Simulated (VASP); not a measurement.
# ScAl5 (P4/mmm) in VASP: single point with PBE

Aim: the single point of ScAl5 with PBE.

Program: VASP 6.6.1. These are calculated values, not measurements. Logs are shortened: lines on timing, memory, paths and dates and some standing lists are left out, and cuts for length are marked.

**1. The cell of the first run**

Symmetry: P4/mmm, No. 123, tetragonal system. Conventional cell: a = 2.938 Å, b = 2.938 Å, c = 12.180 Å, α = 90.00°, β = 90.00°, γ = 90.00°. Within 3.9 Å of Sc (site symmetry 4/mmm) lie 4 Sc at 2.94 Å and 8 Al at 3.00 Å. Within 3.8 Å of Al (site symmetry 4mm) lie 12 Al at 2.85 to 2.94 Å. Al (site symmetry 4/mmm) has 12 Al at 2.87 to 2.94 Å within 3.8 Å. Al (site symmetry 4mm) has 8 Al at 2.85 to 2.94 Å and 4 Sc at 3.00 Å within 3.8 Å.

**2. Single point, PBE, collinear spin, ferromagnetic start**

The input, INCAR:

```
SYSTEM = ScAl5
  PREC = Accurate
  ENCUT = 520
  EDIFF = 1E-6
  ISMEAR = 0
  SIGMA = 0.1
  LREAL = .FALSE.
  LASPH = .TRUE.
  NELM = 150
  ALGO = Normal
  ISIF = 2
  LWAVE = .FALSE.
  LCHARG = .TRUE.
  ISPIN = 2
  MAGMOM = 0.36 0 0 0 0 0
  LORBIT = 11
  LMAXMIX = 4
  GGA = PE
  LELF = .TRUE.
  LVHAR = .TRUE.
  NBANDS = 26
```

The input, KPOINTS:

```
regular mesh
0
G
  14 14 4
  0 0 0
```

The input, POSCAR:

```
ScAl5
1.0
    2.9383177113      0.0000000000      0.0000000000
    0.0000000000      2.9383177113      0.0000000000
    0.0000000000      0.0000000000     12.1795962669
Sc Al
1 5
Direct
    0.0000000000      0.0000000000      0.5000000000
    0.0000000000      0.0000000000      0.8375431652
    0.5000000000      0.5000000000      0.0000000000
    0.0000000000      0.0000000000      0.1624568348
    0.5000000000      0.5000000000      0.3223035019
    0.5000000000      0.5000000000      0.6776964981
```

Potentials or basis: VASP PAW PBE potentials, release 64 (Sc_sv, Al).

The run is started by

```console
> cat potpaw_PBE.64/Sc_sv/POTCAR potpaw_PBE.64/Al/POTCAR > POTCAR
> mpirun -np 1 vasp_std > vasp.out
```

OUTCAR:

```text
SYSTEM = ScAl5
   PREC = Accurate
   ENCUT = 520
   EDIFF = 1E-6
   ISMEAR = 0
   LREAL = .FALSE.
   LASPH = .TRUE.
   NELM = 150
   ISIF = 2
   ISPIN = 2
   LORBIT = 11
   GGA = PE

 ion  position               nearest neighbor table
   1  0.000  0.000  0.500-   5 3.00   6 3.00   5 3.00   6 3.00   5 3.00   6 3.00   5 3.00   6 3.00

   2  0.000  0.000  0.838-   6 2.85   6 2.85   6 2.85   6 2.85   3 2.87   3 2.87   3 2.87   3 2.87

   3  0.500  0.500  0.000-   2 2.87   4 2.87   2 2.87   4 2.87   2 2.87   4 2.87   2 2.87   4 2.87

   4  0.000  0.000  0.162-   5 2.85   5 2.85   5 2.85   5 2.85   3 2.87   3 2.87   3 2.87   3 2.87

   5  0.500  0.500  0.322-   4 2.85   4 2.85   4 2.85   4 2.85   1 3.00   1 3.00   1 3.00   1 3.00

   6  0.500  0.500  0.678-   2 2.85   2 2.85   2 2.85   2 2.85   1 3.00   1 3.00   1 3.00   1 3.00

  LATTYP: Found a simple tetragonal cell.
 ALAT       =     2.9383177113
 C/A-ratio  =     4.1450916693

  Lattice vectors:

 A1 = (   2.9383177113,   0.0000000000,   0.0000000000)
 A2 = (   0.0000000000,   2.9383177113,   0.0000000000)
 A3 = (   0.0000000000,   0.0000000000,  12.1795962669)

Analysis of symmetry for initial positions (statically):
=====================================================================
 Subroutine PRICEL returns:
 Original cell was already a primitive cell.

 Routine SETGRP: Setting up the symmetry group for a
 simple tetragonal supercell.

 Subroutine GETGRP returns: Found 16 space group operations
 (whereof 16 operations were pure point group operations)
 out of a pool of 16 trial point group operations.

The static configuration has the point symmetry D_4h.

Analysis of symmetry for dynamics (positions and initial velocities):
=====================================================================
 Subroutine PRICEL returns:
 Original cell was already a primitive cell.

 Routine SETGRP: Setting up the symmetry group for a
 simple tetragonal supercell.

 Subroutine GETGRP returns: Found 16 space group operations
 (whereof 16 operations were pure point group operations)
 out of a pool of 16 trial point group operations.

The dynamic configuration has the point symmetry D_4h.

Analysis of structural, dynamic, and magnetic symmetry:
=====================================================================
 Subroutine PRICEL returns:
 Original cell was already a primitive cell.

 Routine SETGRP: Setting up the symmetry group for a
 simple tetragonal supercell.

 Subroutine GETGRP returns: Found 16 space group operations
 (whereof 16 operations were pure point group operations)
 out of a pool of 16 trial point group operations.

The overall configuration has the point symmetry D_4h.

 Subroutine INISYM returns: Found 16 space group operations
 (whereof 16 operations are pure point group operations),
 and found     1 'primitive' translations

----------------------------------------------------------------------------------------

                                     Primitive cell

  volume of cell :     105.1551

  direct lattice vectors                    reciprocal lattice vectors
     2.938317711  0.000000000  0.000000000     0.340330794  0.000000000  0.000000000
     0.000000000  2.938317711  0.000000000     0.000000000  0.340330794  0.000000000
     0.000000000  0.000000000 12.179596267     0.000000000  0.000000000  0.082104528

  length of vectors
     2.938317711  2.938317711 12.179596267     0.340330794  0.340330794  0.082104528

  position of ions in fractional coordinates (direct lattice)
     0.000000000  0.000000000  0.500000000
     0.000000000  0.000000000  0.837543165
     0.500000000  0.500000000  0.000000000
     0.000000000  0.000000000  0.162456835
     0.500000000  0.500000000  0.322303502
     0.500000000  0.500000000  0.677696498

  ion indices of the primitive-cell ions
   primitive index   ion index
                 1           1
                 2           2
                 3           3
                 4           4
                 5           5
                 6           6

[... 33 lines left out ...]
  0.357143  0.000000  0.000000      4.000000
[... 16 lines left out ...]
  0.285714  0.214286  0.000000      8.000000
  0.357143  0.214286  0.000000      8.000000
 [... further k-points ...]
   k-points           NKPTS =    108   k-points in BZ     NKDIM =    108   number of bands    NBANDS=     26
   number of dos      NEDOS =    301   number of ions     NIONS =      6
   total plane-waves  NPLWV =  55296
   dimension x,y,z NGX =    24 NGY =   24 NGZ =   96
   dimension x,y,z NGXF=    48 NGYF=   48 NGZF=  192
   ions per type =               1   5
   NGX,Y,Z   is equivalent  to a cutoff of  13.58, 13.58, 13.10 a.u.
   NGXF,Y,Z  is equivalent  to a cutoff of  27.16, 27.16, 26.21 a.u.
 SYSTEM =  ScAl5
   PREC   = accura    normal or accurate (medium, high low for compatibility)
   ISTART =      0    job   : 0-new  1-cont  2-samecut
   ICHARG =      2    charge: 1-file 2-atom 10-const
   ISPIN  =      2    spin polarized calculation?
   LNONCOLLINEAR =      F non collinear calculations
   LSORBIT =      F    spin-orbit coupling
   LASPH  =      T    aspherical Exc in radial PAW
   ENCUT  =  520.0 eV  38.22 Ry    6.18 a.u.   5.46  5.46 22.65*2*pi/ulx,y,z
   NELM   =    150;   NELMIN=  2; NELMDL= -5     # of ELM steps
   EDIFF  = 0.1E-05   stopping-criterion for ELM
   LREAL  =      F    real-space projection
   EDIFFG = 0.1E-04   stopping-criterion for IOM
   NSW    =      0    number of steps for IOM
   IBRION =     -1    ionic relax: 0-MD 1-quasi-New 2-CG
   NFREE  =      0    steps in history (QN), initial steepest desc. (CG)
   ISIF   =      2    stress and relaxation
   ISYM   =      2    0-nonsym 1-usesym 2-fastsym
   POTIM  = 0.5000    time-step for ionic-motion
   TEBEG  =    0.0;   TEEND  =   0.0 temperature during run
   PSTRESS=    0.0 pullay stress
   NELECT =      26.0000    total number of electrons
   NUPDOWN=      -1.0000    fix difference up-down
   EMIN   =  10.00;   EMAX   =-10.00  energy-range for DOS
   EFERMI =   0.00;   METHOD = LEGACY
   ISMEAR =     0;   SIGMA  =   0.10  broadening in eV -4-tet -1-fermi 0-gaus
   EFERMI_NEDOS =   21; number of points for ismear=-14 and -15
   IALGO  =     38    algorithm
   IMIX   =      4    mixing-type and parameters
     AMIX     =   0.40;   BMIX     =  1.00
     AMIX_MAG =   1.60;   BMIX_MAG =  1.00
  volume/ion in A,a.u.               =      17.53       118.27
  Fermi-wavevector in a.u.,A,eV,Ry     =   1.027517  1.941726 14.364920  1.055792
  Thomas-Fermi vector in A             =   2.161466
   LORBIT       =     11    0 simple, 1 ext, 2 COOP (PROOUT), +10 PAW based schemes
   GGA     = PE    functional components
   LHFCALC =     F    Hartree Fock is set to
   AEXX    =    0.0000 exact exchange contribution
   IVDW    =     0    specifies the selected vdW correction
   LEPSILON=     F    determine dielectric tensor
   LRPA    =     F    only Hartree local field effects (RPA)
 spin polarized calculation
 Gauss-broadening in eV      SIGMA  =   0.10
  energy-cutoff  :      520.00
  volume of cell :      105.16
 maximum number of plane-waves:      2885
 NGX is ok and might be reduce to    24
   NGX = 11   NGY = 11   NGZ = 45

 number of electron      25.9999998 magnetization       0.3568194

 Free energy of the ion-electron system (eV)
  ---------------------------------------------------
  ext. energy  EPLUGINS =         0.00000000
  ---------------------------------------------------
  free energy    TOTEN  =       -25.67291102 eV

  energy without entropy =      -25.65649776  energy(sigma->0) =      -25.66470439

 E-fermi :   7.1699     XC(G=0): -10.2044

 val. band max:        7.1688570177   @ k =   0.2143   0.0000   0.0000
 cond. band min:       7.1767386735   @ k =   0.5000   0.2143   0.0000
 fundamental gap:      0.0078816558
 Fermi energy:         7.1698698107

 spin component 1

 k-point     1 :       0.0000    0.0000    0.0000
  band No.  band energies     occupation
      1     -42.1259      1.00000
      2     -20.7877      1.00000
      3     -20.5162      1.00000
      4     -20.5162      1.00000
      5      -3.4908      1.00000
      6      -2.5851      1.00000
[... 661 lines left out ...]
     24      12.0979      0.00000
     25      13.3011      0.00000

 [... further k-points ...]

 spin component 2

 k-point     1 :       0.0000    0.0000    0.0000
  band No.  band energies     occupation
      1     -41.9334      1.00000
      2     -20.6830      1.00000
      3     -20.2806      1.00000
      4     -20.2806      1.00000
      5      -3.4887      1.00000
      6      -2.5807      1.00000
[... 661 lines left out ...]
     24      12.2498      0.00000
     25      13.3118      0.00000

 [... further k-points ...]

 [bands above 25 left out]

------------------------ aborting loop because EDIFF is reached ----------------------------------------

  FORCE on cell =-STRESS in cart. coord.  units (eV):
  Direction    XX          YY          ZZ          XY          YZ          ZX
  --------------------------------------------------------------------------------------
  -------------------------------------------------------------------------------------
  Total        0.0069124      0.0069124      0.0031110      0.0000000      0.0000000      0.0000000
  in kB        0.1053197      0.1053197      0.0474007      0.0000000      0.0000000      0.0000000
  external PRESSURE =       0.0860134 kB  Pullay stress =       0.0000000 kB

 VOLUME and BASIS-vectors are now :
 -----------------------------------------------------------------------------
  energy-cutoff  :      520.00
  volume of cell :      105.16
      direct lattice vectors                 reciprocal lattice vectors
     2.938317711  0.000000000  0.000000000     0.340330794  0.000000000  0.000000000
     0.000000000  2.938317711  0.000000000     0.000000000  0.340330794  0.000000000
     0.000000000  0.000000000 12.179596267     0.000000000  0.000000000  0.082104528

 POSITION                                       TOTAL-FORCE (eV/Angst)
 -----------------------------------------------------------------------------------
      0.00000      0.00000      6.08980        -0.000000     -0.000000      0.000000
      0.00000      0.00000     10.20094        -0.000000     -0.000000     -0.001683
      1.46916      1.46916      0.00000        -0.000000     -0.000000      0.000000
      0.00000      0.00000      1.97866        -0.000000     -0.000000      0.001683
      1.46916      1.46916      3.92553        -0.000000      0.000000     -0.010962
      1.46916      1.46916      8.25407         0.000000     -0.000000      0.010962
 -----------------------------------------------------------------------------------
    total drift:                                0.000000      0.000000      0.000000

  FREE ENERGIE OF THE ION-ELECTRON SYSTEM (eV)
  ---------------------------------------------------
  free  energy   TOTEN  =       -25.6729110232 eV

  energy  without entropy=      -25.6564977582  energy(sigma->0) =      -25.66470439

 total charge

# of ion       s       p       d       tot
------------------------------------------
    1        2.246   6.130   1.188   9.564
    2        0.430   0.328   0.000   0.758
    3        0.442   0.317   0.000   0.758
    4        0.430   0.328   0.000   0.758
    5        0.423   0.361   0.000   0.783
    6        0.423   0.361   0.000   0.783
--------------------------------------------------
tot          4.393   7.825   1.188  13.405

 magnetization (x)

# of ion       s       p       d       tot
------------------------------------------
    1        0.012   0.012   0.233   0.257
    2       -0.000   0.000   0.000   0.000
    3        0.000  -0.001   0.000  -0.001
    4       -0.000   0.000   0.000   0.000
    5       -0.002   0.001   0.000  -0.000
    6       -0.002   0.001   0.000  -0.000
--------------------------------------------------
tot          0.009   0.014   0.233   0.256
```

Run time: 16 min. Hardware: 1 thread of Intel Xeon 8259CL, shared host; peak memory 0.57 GiB.

What came out:

```
Free energy                                           : -25.6729 eV
Pressure                                              : 0.0 GPa
Largest force                                         : 0.011 eV/Å
Net moment                                            : 0.36 μB per cell
Site moments                                          : Sc +0.26; Al +0.00, -0.00 μB
Valence electrons inside the program's atomic spheres : Sc 9.56; Al 0.76, 0.78
```

Forces on the atoms (eV/Å):
```
Sc   0.000  0.000  0.000
Al   0.000  0.000 -0.002
Al   0.000  0.000  0.000
Al   0.000  0.000  0.002
Al   0.000  0.000 -0.011
Al   0.000  0.000  0.011
```

Levels at points of the mesh, in eV from the Fermi level:
Spin up:
| k point | band 9 | band 10 | band 11 | band 12 | band 13 | band 14 | band 15 | band 16 | band 17 | band 18 |
| --- | --- | --- | --- | --- | --- | --- | --- | --- | --- | --- |
| (0.00, 0.00, 0.00) | -5.36 | -1.73 | -1.36 | -0.49 | 2.23 | 2.74 | 2.74 | 4.20 | 5.07 | 5.07 |
| (0.50, 0.00, 0.00) | -4.45 | -4.39 | -3.25 | -1.95 | -1.42 | -1.23 | 0.34 | 0.74 | 2.42 | 2.67 |
| (0.50, 0.50, 0.00) | -2.38 | -1.67 | -1.54 | -0.98 | -0.82 | -0.82 | -0.63 | -0.37 | -0.37 | 0.05 |
| (0.00, 0.00, 0.50) | -3.78 | -3.70 | -0.49 | -0.15 | 2.07 | 2.74 | 2.74 | 4.20 | 4.87 | 5.12 |
| (0.50, 0.00, 0.50) | -4.59 | -4.06 | -3.06 | -2.72 | -1.57 | -0.28 | 0.40 | 0.68 | 1.81 | 2.42 |
| (0.50, 0.50, 0.50) | -2.10 | -1.72 | -1.61 | -1.48 | -1.48 | -0.91 | -0.60 | 0.59 | 0.70 | 0.83 |
Spin down:
```csv
k point,band 9,band 10,band 11,band 12,band 13,band 14,band 15,band 16,band 17,band 18
"(0.00, 0.00, 0.00)",-5.26,-1.71,-1.17,0.15,2.30,2.85,2.85,4.27,5.07,5.07
"(0.50, 0.00, 0.00)",-4.43,-4.36,-3.21,-1.94,-1.36,-0.96,0.38,1.03,2.51,2.70
"(0.50, 0.50, 0.00)",-2.34,-1.67,-1.53,-0.98,-0.78,-0.78,-0.63,-0.30,-0.30,0.07
"(0.00, 0.00, 0.50)",-3.76,-3.57,0.02,0.15,2.09,2.85,2.85,4.27,4.93,5.13
"(0.50, 0.00, 0.50)",-4.56,-4.05,-3.02,-2.63,-1.51,0.12,0.45,0.72,1.91,2.51
"(0.50, 0.50, 0.50)",-2.09,-1.72,-1.61,-1.42,-1.42,-0.90,-0.59,0.59,0.69,0.89
```
